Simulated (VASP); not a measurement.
# SnSe2 (base) (P-3m1) in VASP: notebook

SnSe2 (base) is run at these levels: PBE+D3(BJ); tasks: single point, relaxation of cell and atoms.

Everything below comes from runs of VASP 6.6.1. Logs are shortened: lines on timing, memory, paths and dates and some standing lists are left out, and cuts for length are marked.

**1. The cell of the first run**

The structure is trigonal, space group P-3m1 (No. 164). The conventional cell has a = 3.839 Å, b = 3.839 Å, c = 6.028 Å, α = 90.00°, β = 90.00°, γ = 120.00°. Within 3.6 Å of Sn (site symmetry -3m) lie 6 Se at 2.73 Å. Within 3.6 Å of Se (site symmetry 3m) lie 3 Sn at 2.73 Å.

**2. Single point, PBE+D3(BJ)**

Contents of INCAR:

```
SYSTEM = SnSe2
PREC = Accurate ; ENCUT = 520
EDIFF = 1E-6 ; ISMEAR = 0
SIGMA = 0.1 ; LREAL = .FALSE.
LASPH = .TRUE. ; NELM = 100
ALGO = Normal ; ISIF = 2
LWAVE = .FALSE. ; LCHARG = .FALSE.
GGA = PE ; IVDW = 12
NBANDS = 20
```

Contents of KPOINTS:

```
regular mesh
0
G
  6 6 4
  0 0 0
```

Contents of POSCAR:

```
SnSe2
1.0
    3.8389775899      0.0000000000      0.0000000000
   -1.9194887950      3.3246521174      0.0000000000
    0.0000000000      0.0000000000      6.0278085149
Sn Se
1 2
Direct
    0.0000000000      0.0000000000      0.0000000000
    0.3333333333      0.6666666667      0.2645002954
    0.6666666667      0.3333333333      0.7354997046
```

Potentials or basis: VASP PAW PBE potentials, release 64 (Sn_d, Se).

The run is started by

```console
$ cat potpaw_PBE.64/Sn_d/POTCAR potpaw_PBE.64/Se/POTCAR > POTCAR
$ mpirun -np 1 vasp_std > vasp.out
```

OUTCAR:

```text
SYSTEM = SnSe2
   PREC = Accurate
   ENCUT = 520
   EDIFF = 1E-6
   ISMEAR = 0
   LREAL = .FALSE.
   LASPH = .TRUE.
   NELM = 100
   ISIF = 2
   GGA = PE
   IVDW = 12
 IVDW          = 12

 ion  position               nearest neighbor table
   1  0.000  0.000  0.000-   2 2.73   3 2.73   3 2.73   2 2.73   3 2.73   2 2.73
   2  0.333  0.667  0.265-   1 2.73   1 2.73   1 2.73
   3  0.667  0.333  0.735-   1 2.73   1 2.73   1 2.73

  LATTYP: Found a hexagonal cell.
 ALAT       =     3.8389775899
 C/A-ratio  =     1.5701598599

  Lattice vectors:

 A1 = (   3.8389775899,   0.0000000000,   0.0000000000)
 A2 = (  -1.9194887950,   3.3246521174,   0.0000000000)
 A3 = (   0.0000000000,   0.0000000000,   6.0278085149)

Analysis of symmetry for initial positions (statically):
=====================================================================
 Subroutine PRICEL returns:
 Original cell was already a primitive cell.

 Routine SETGRP: Setting up the symmetry group for a
 hexagonal supercell.

 Subroutine GETGRP returns: Found 12 space group operations
 (whereof 12 operations were pure point group operations)
 out of a pool of 24 trial point group operations.

The static configuration has the point symmetry D_3d.

Analysis of symmetry for dynamics (positions and initial velocities):
=====================================================================
 Subroutine PRICEL returns:
 Original cell was already a primitive cell.

 Routine SETGRP: Setting up the symmetry group for a
 hexagonal supercell.

 Subroutine GETGRP returns: Found 12 space group operations
 (whereof 12 operations were pure point group operations)
 out of a pool of 24 trial point group operations.

The dynamic configuration has the point symmetry D_3d.

 Subroutine INISYM returns: Found 12 space group operations
 (whereof 12 operations are pure point group operations),
 and found     1 'primitive' translations

----------------------------------------------------------------------------------------

                                     Primitive cell

  volume of cell :      76.9345

  direct lattice vectors                    reciprocal lattice vectors
     3.838977590  0.000000000  0.000000000     0.260486022  0.150391675  0.000000000
    -1.919488795  3.324652117  0.000000000     0.000000000  0.300783350  0.000000000
     0.000000000  0.000000000  6.027808515     0.000000000  0.000000000  0.165897772

[... 82 lines left out ...]
   ENCUT  =  520.0 eV  38.22 Ry    6.18 a.u.   7.14  7.14 11.21*2*pi/ulx,y,z
   NELM   =    100;   NELMIN=  2; NELMDL= -5     # of ELM steps
   EDIFF  = 0.1E-05   stopping-criterion for ELM
   LREAL  =      F    real-space projection
   EDIFFG = 0.1E-04   stopping-criterion for IOM
   NSW    =      0    number of steps for IOM
   IBRION =     -1    ionic relax: 0-MD 1-quasi-New 2-CG
   NFREE  =      0    steps in history (QN), initial steepest desc. (CG)
   ISIF   =      2    stress and relaxation
   ISYM   =      2    0-nonsym 1-usesym 2-fastsym
   POTIM  = 0.5000    time-step for ionic-motion
   TEBEG  =    0.0;   TEEND  =   0.0 temperature during run
   PSTRESS=    0.0 pullay stress
   NELECT =      26.0000    total number of electrons
   NUPDOWN=      -1.0000    fix difference up-down
   EMIN   =  10.00;   EMAX   =-10.00  energy-range for DOS
   EFERMI =   0.00;   METHOD = LEGACY
   ISMEAR =     0;   SIGMA  =   0.10  broadening in eV -4-tet -1-fermi 0-gaus
   EFERMI_NEDOS =   21; number of points for ismear=-14 and -15
   IALGO  =     38    algorithm
   IMIX   =      4    mixing-type and parameters
     AMIX     =   0.40;   BMIX     =  1.00
     AMIX_MAG =   1.60;   BMIX_MAG =  1.00
  volume/ion in A,a.u.               =      25.64       173.06
  Fermi-wavevector in a.u.,A,eV,Ry     =   1.140317  2.154886 17.691961  1.300322
  Thomas-Fermi vector in A             =   2.277019
   LORBIT       =      0    0 simple, 1 ext, 2 COOP (PROOUT), +10 PAW based schemes
   GGA     = PE    functional components
   LHFCALC =     F    Hartree Fock is set to
   AEXX    =    0.0000 exact exchange contribution
   IVDW    =    12    specifies the selected vdW correction
   LEPSILON=     F    determine dielectric tensor
   LRPA    =     F    only Hartree local field effects (RPA)
 non-spin polarized calculation
 Gauss-broadening in eV      SIGMA  =   0.10
  energy-cutoff  :      520.00
  volume of cell :       76.93
 maximum number of plane-waves:      2100
 NGX is ok and might be reduce to    30
   NGX = 15   NGY = 15   NGZ = 23

 number of electron      26.0000002 magnetization

 Free energy of the ion-electron system (eV)
  ---------------------------------------------------
  ext. energy  EPLUGINS =         0.00000000
  ---------------------------------------------------
  free energy    TOTEN  =       -11.79818849 eV

  energy without entropy =      -11.79818835  energy(sigma->0) =      -11.79818842

 E-fermi :   4.6259     XC(G=0):  -9.5467

 val. band max:        4.3029950152   @ k =   0.1667   0.0000   0.0000
 cond. band min:       4.9488899875   @ k =   0.5000   0.0000   0.2500
 fundamental gap:      0.6458949723
 Fermi energy:         4.6258999091

 k-point     1 :       0.0000    0.0000    0.0000
  band No.  band energies     occupation
      1     -17.0058      2.00000
      2     -17.0058      2.00000
      3     -16.9728      2.00000
      4     -16.9612      2.00000
      5     -16.9612      2.00000
      6      -9.5321      2.00000
[... 541 lines left out ...]
     19      13.4182      0.00000
     20      13.4443      0.00000

------------------------ aborting loop because EDIFF is reached ----------------------------------------

 Edisp (eV)   -1.08866

 E8    (eV) :    -0.4765

  FORCE on cell =-STRESS in cart. coord.  units (eV):
  Direction    XX          YY          ZZ          XY          YZ          ZX
  --------------------------------------------------------------------------------------
  -------------------------------------------------------------------------------------
  Total       0.05818     0.05818    -0.03828    -0.00000     0.00000     0.00000
  in kB       1.21164     1.21164    -0.79720    -0.00000     0.00000     0.00000
  external pressure =        0.54 kB  Pullay stress =        0.00 kB

 VOLUME and BASIS-vectors are now :
 -----------------------------------------------------------------------------
  energy-cutoff  :      520.00
  volume of cell :       76.93
      direct lattice vectors                 reciprocal lattice vectors
     3.838977590  0.000000000  0.000000000     0.260486022  0.150391675  0.000000000
    -1.919488795  3.324652117  0.000000000     0.000000000  0.300783350  0.000000000
     0.000000000  0.000000000  6.027808515     0.000000000  0.000000000  0.165897772

 POSITION                                       TOTAL-FORCE (eV/Angst)
 -----------------------------------------------------------------------------------
      0.00000      0.00000      0.00000        -0.000000     -0.000000      0.000000
     -0.00000      2.21643      1.59436        -0.000000      0.000000      0.001917
      1.91949      1.10822      4.43345         0.000000     -0.000000     -0.001917
 -----------------------------------------------------------------------------------
    total drift:                               -0.000000     -0.000000      0.000000

  FREE ENERGIE OF THE ION-ELECTRON SYSTEM (eV)
  ---------------------------------------------------
  free  energy   TOTEN  =       -12.8868465040 eV

  energy  without entropy=      -12.8868463627  energy(sigma->0) =      -12.88684643
```

stdout:

```text
POSCAR found type information on POSCAR SnSe
 POSCAR found :  2 types and       3 ions
 scaLAPACK will be used
 LDA part: xc-table for (Slater+PW92), standard interpolation
 POSCAR, INCAR and KPOINTS ok, starting setup
 FFT: planning ... GRIDC
 FFT: planning ... GRID_SOFT
 FFT: planning ... GRID
 WAVECAR not read
 entering main loop
```

Run time: 70 s. Hardware: 1 thread of Intel Xeon Platinum 8259CL at 2.50GHz (Skylake/Cascade Lake), shared host; peak memory 0.22 GiB.

Results:

* Free energy: -12.8868 eV
* Pressure: 0.1 GPa
* Band gap on the k mesh: 0.65 eV, indirect (least direct gap 0.84 eV)
* Dispersion energy per atom: -0.363 eV

Levels at points of the mesh, in eV from the valence-band top:
```
           k point  band 9  band 10  band 11  band 12  band 13  band 14  band 15  band 16  band 17  band 18
(0.00, 0.00, 0.00)   -0.62    -0.62    -0.45    -0.45    -0.04     0.80     3.01     4.57     4.57     8.15
(0.50, 0.00, 0.00)   -4.27    -3.13    -2.56    -1.57    -0.29     1.19     3.59     5.00     5.11     6.90
(0.00, 0.00, 0.50)   -2.34    -0.78    -0.78    -0.20    -0.20     2.47     2.87     4.20     4.20     7.48
(0.50, 0.00, 0.50)   -4.91    -2.28    -1.97    -1.00    -0.88     0.69     3.99     4.61     5.81     6.05
```

Caveat: spin-orbit coupling is left out, which moves the levels of the heavy elements.

**3. Single point, PBE+D3(BJ)**

This run uses another cell than the first one, of 25.58 Å³/atom, 0.998 times its volume.

Contents of INCAR:

```
ALGO     = Normal         # electronic algorithm
EDIFF    = 1E-7           # SCF threshold, eV
ENCUT    = 520            # plane-wave cutoff, eV
GGA      = PE             # functional
ISIF     = 2              # what is computed and relaxed
ISMEAR   = 0              # smearing method
IVDW     = 12             # dispersion correction
LASPH    = True           # aspherical terms in the spheres
LCHARG   = True           # write CHGCAR
LELF     = True           # ELF
LREAL    = False          # projectors in reciprocal space
LVHAR    = True         
LWAVE    = False          # write WAVECAR
NBANDS   = 20             # bands
NELM     = 100            # most SCF steps
PREC     = Accurate       # precision mode
SIGMA    = 0.02           # smearing width, eV
```

Contents of KPOINTS:

```
k-points
0
Gamma
  9 9 6
```

Contents of POSCAR:

```
SnSe2
1.0
    3.8398693830      0.0000000000      0.0000000000
   -1.9199346915      3.3254244329      0.0000000000
    0.0000000000      0.0000000000      6.0101956466
Sn Se
1 2
Direct
    0.0000000000      0.0000000000      0.0000000000
    0.3333333333      0.6666666667      0.2651187504
    0.6666666667      0.3333333333      0.7348812496
```

Potentials or basis: VASP PAW PBE potentials, release 64 (Sn_d, Se).

The run is started by

```console
$ cat potpaw_PBE.64/Sn_d/POTCAR potpaw_PBE.64/Se/POTCAR > POTCAR
$ mpirun -np 1 vasp_std > vasp.out
```

It took 2.9 min on 1 thread of Intel Xeon Platinum 8259CL at 2.50GHz (Skylake/Cascade Lake), shared host; peak memory 0.26 GiB.

The run converged. Its results:

```yaml
Free_energy: -12.8976 eV
Pressure: 0.1 GPa
Largest_force: 0.014 eV/Å
Band_gap_on_the_k_mesh: 0.38 eV, indirect (least direct gap 0.81 eV)
Dispersion_energy_per_atom: -0.364 eV
```

Forces on the atoms (eV/Å):
```
Sn   0.000  0.000  0.000
Se   0.000  0.000  0.014
Se   0.000  0.000 -0.014
```

Levels at points of the mesh, in eV from the valence-band top:
```csv
k point,band 9,band 10,band 11,band 12,band 13,band 14,band 15,band 16,band 17,band 18
"(0.00, 0.00, 0.00)",-0.70,-0.70,-0.54,-0.54,-0.10,0.72,2.93,4.50,4.50,8.09
"(0.00, 0.00, 0.50)",-2.43,-0.87,-0.87,-0.28,-0.28,2.41,2.79,4.12,4.12,7.39
```

Caveat: spin-orbit coupling is left out, which moves the levels of the heavy elements. A k mesh can miss the band edges.

**4. Relaxation of cell and atoms, PBE+D3(BJ)**

This run uses another cell than the first one, of 25.73 Å³/atom, 1.003 times its volume.

Contents of INCAR:

```
ALGO = Normal
EDIFF = 1E-7
EDIFFG = -0.05
ENCUT = 600
GGA = PE
IBRION = 2
ISIF = 3
ISMEAR = 0
IVDW = 12
LASPH = True
LCHARG = False
LREAL = False
LWAVE = False
NELM = 100
NSW = 100
PREC = Accurate
SIGMA = 0.1
```

Contents of KPOINTS:

```
k-points
0
Gamma
  6 6 4
```

Contents of POSCAR:

```
SnSe2
1.0
    3.8110000000      0.0000000000      0.0000000000
   -1.9055000000      3.3004228138      0.0000000000
    0.0000000000      0.0000000000      6.1360000000
Sn Se
1 2
Direct
    0.0000000000      0.0000000000      0.0000000000
    0.3333333333      0.6666666667      0.2490000000
    0.6666666667      0.3333333333      0.7510000000
```

Potentials or basis: VASP PAW PBE potentials, release 64 (Sn_d, Se).

The run is started by

```console
$ cat potpaw_PBE.64/Sn_d/POTCAR potpaw_PBE.64/Se/POTCAR > POTCAR
$ mpirun -np 1 vasp_std > vasp.out
```

OUTCAR:

```text
EDIFF = 1E-7
   EDIFFG = -0.05
   ENCUT = 600
   GGA = PE
   IBRION = 2
   ISIF = 3
   ISMEAR = 0
   IVDW = 12
   LASPH = True
   LREAL = False
   NELM = 100
   NSW = 100
   PREC = Accurate
 IVDW          = 12

 ion  position               nearest neighbor table
   1  0.000  0.000  0.000-   2 2.68   3 2.68   2 2.68   3 2.68   3 2.68   2 2.68
   2  0.333  0.667  0.249-   1 2.68   1 2.68   1 2.68
   3  0.667  0.333  0.751-   1 2.68   1 2.68   1 2.68

  LATTYP: Found a hexagonal cell.
 ALAT       =     3.8110000000
 C/A-ratio  =     1.6100760955

  Lattice vectors:

 A1 = (   3.8110000000,   0.0000000000,   0.0000000000)
 A2 = (  -1.9055000000,   3.3004228138,   0.0000000000)
 A3 = (   0.0000000000,   0.0000000000,   6.1360000000)

Analysis of symmetry for initial positions (statically):
=====================================================================
 Subroutine PRICEL returns:
 Original cell was already a primitive cell.

 Routine SETGRP: Setting up the symmetry group for a
 hexagonal supercell.

 Subroutine GETGRP returns: Found 12 space group operations
 (whereof 12 operations were pure point group operations)
 out of a pool of 24 trial point group operations.

The static configuration has the point symmetry D_3d.

Analysis of symmetry for dynamics (positions and initial velocities):
=====================================================================
 Subroutine PRICEL returns:
 Original cell was already a primitive cell.

 Routine SETGRP: Setting up the symmetry group for a
 hexagonal supercell.

 Subroutine GETGRP returns: Found 12 space group operations
[... 271 lines left out ...]

  energy  without entropy=      -12.8715342043  energy(sigma->0) =      -12.87153420

 E-fermi :   4.2517     XC(G=0):  -9.3721

 val. band max:        3.8942107805   @ k =   0.1667  -0.0000   0.0000
 cond. band min:       4.5910342532   @ k =   0.5000   0.0000   0.5000
 fundamental gap:      0.6968234727
 Fermi energy:         4.2517002529

 k-point     1 :       0.0000    0.0000    0.0000
  band No.  band energies     occupation
      1     -17.3083      2.00000
      2     -17.3083      2.00000
      3     -17.2721      2.00000
      4     -17.2610      2.00000
      5     -17.2610      2.00000
      6      -9.7934      2.00000
[... 457 lines left out ...]
      4     -17.2616      2.00000
      5     -17.2419      2.00000
      6      -7.8199      2.00000
[... 9 lines left out ...]
     16       8.3223      0.00000
     17       9.8519      0.00000

[... ionic steps 4 to 7 ...]

--------------------------------------- Ionic step        8  -------------------------------------------

 number of electron      25.9999992 magnetization

------------------------ aborting loop because EDIFF is reached ----------------------------------------
[... 77 lines left out ...]
--------------------------------------- Ionic step       10  -------------------------------------------

 number of electron      25.9999995 magnetization

 Free energy of the ion-electron system (eV)
  ---------------------------------------------------
  ext. energy  EPLUGINS =         0.00000000
  ---------------------------------------------------
  free energy    TOTEN  =       -11.79730908 eV

  energy without entropy =      -11.79730888  energy(sigma->0) =      -11.79730898

 E-fermi :   4.6362     XC(G=0):  -9.5527

 val. band max:        4.3187064796   @ k =   0.1667  -0.0000   0.0000
 cond. band min:       4.9539097656   @ k =   0.5000   0.0000   0.2500
 fundamental gap:      0.6352032860
 Fermi energy:         4.6362481172

 k-point     1 :       0.0000    0.0000    0.0000
  band No.  band energies     occupation
      1     -16.9961      2.00000
      2     -16.9961      2.00000
      3     -16.9632      2.00000
      4     -16.9517      2.00000
      5     -16.9517      2.00000
      6      -9.5172      2.00000
[... 503 lines left out ...]
  FREE ENERGIE OF THE ION-ELECTRON SYSTEM (eV)
  ---------------------------------------------------
  free  energy   TOTEN  =       -12.8868230471 eV

  energy  without entropy=      -12.8868228486  energy(sigma->0) =      -12.88682295

 reached required accuracy - stopping structural energy minimisation
```

It took 7.8 min on 1 thread of Intel Xeon Platinum 8259CL at 2.50GHz (Skylake/Cascade Lake), shared host; peak memory 0.24 GiB.

Results:

* Free energy: -12.8868 eV
* Relaxed volume: 25.63 Å³/atom
* Relaxed cell: a = 3.840 Å, b = 3.840 Å, c = 6.021 Å, α = 90.00°, β = 90.00°, γ = 120.00°
* Space group after relaxing (to 0.05 Å): P-3m1 (No. 164)
* Energy gained by relaxing: 22.2 meV/atom
* Ionic steps: 10
* Pressure after relaxing: 0.0 GPa
* Largest force after relaxing: 0.030 eV/Å
* Band gap on the k mesh: 0.64 eV, indirect (least direct gap 0.82 eV)
* Dispersion energy per atom: -0.363 eV

Forces in eV/Å, atoms in the order of the input:
```
Sn   0.000  0.000  0.000
Se   0.000  0.000 -0.030
Se   0.000  0.000  0.030
```

The path:
```csv
step,energy change (eV),largest force (eV/Å),pressure (GPa),volume (Å³)
1,0.0000,0.8083,3.35,77.18
2,-0.0190,0.2947,-2.87,83.34
3,-0.0515,0.1591,-0.40,80.51
4,-0.0515,0.1708,-0.34,80.44
5,-0.0550,0.1264,-0.21,79.93
6,-0.0570,0.0564,0.00,79.16
7,-0.0592,0.0435,-0.02,78.85
8,-0.0643,0.0063,-0.08,77.93
9,-0.0656,0.0669,0.01,76.07
10,-0.0667,0.0298,-0.05,76.88
```

Final structure:
```yaml
crystal:
  lattice:
    - [3.83992, 0.00000, 0.00000]
    - [-1.91996, 3.32547, 0.00000]
    - [0.00000, 0.00000, 6.02087]
  atoms:
    - { symbol: Sn, position: [0.00000, 0.00000, 0.00000] }
    - { symbol: Se, position: [0.33333, 0.66667, 0.26528] }
    - { symbol: Se, position: [0.66667, 0.33333, 0.73472] }
```

Caveat: spin-orbit coupling is left out, which moves the levels of the heavy elements; the relaxation stopped at a loose force limit of 0.05 eV/Å, so its end isn't a converged minimum. A k mesh can miss the band edges.

**5. Overview**

| task | cell | k mesh | cutoff (eV) | smearing | gap on the mesh (eV) | pressure (GPa) | largest force (eV/Å) |
| --- | --- | --- | --- | --- | --- | --- | --- |
| single point | a = 3.839, b = 3.839, c = 6.028 Å, angles 90.0, 90.0, 120.0°, 3 atoms | 6 × 6 × 4 | 520 | gaussian 0.1 eV | 0.65 | 0.1 | - |
| single point | a = 3.840, b = 3.840, c = 6.010 Å, angles 90.0, 90.0, 120.0°, 3 atoms | 9 × 9 × 6 | 520 | gaussian 0.02 eV | 0.38 | 0.1 | 0.01 |
| relaxation of cell and atoms | relaxed from a = 3.811, b = 3.811, c = 6.136 Å, angles 90.0, 90.0, 120.0°, 3 atoms | 6 × 6 × 4 | 600 | gaussian 0.1 eV | 0.64 | 0.0 | 0.03 |

Alike in all rows: level PBE+D3(BJ); potentials or basis VASP PAW PBE potentials, release 64 (Sn_d, Se); no spin polarisation.

Caveats: spin-orbit coupling is left out, which moves the levels of the heavy elements; the relaxation stopped at a loose force limit of 0.05 eV/Å, so its end isn't a converged minimum (some runs).

Total energies depend on the potentials used, so only differences within one code and one set of settings carry meaning.
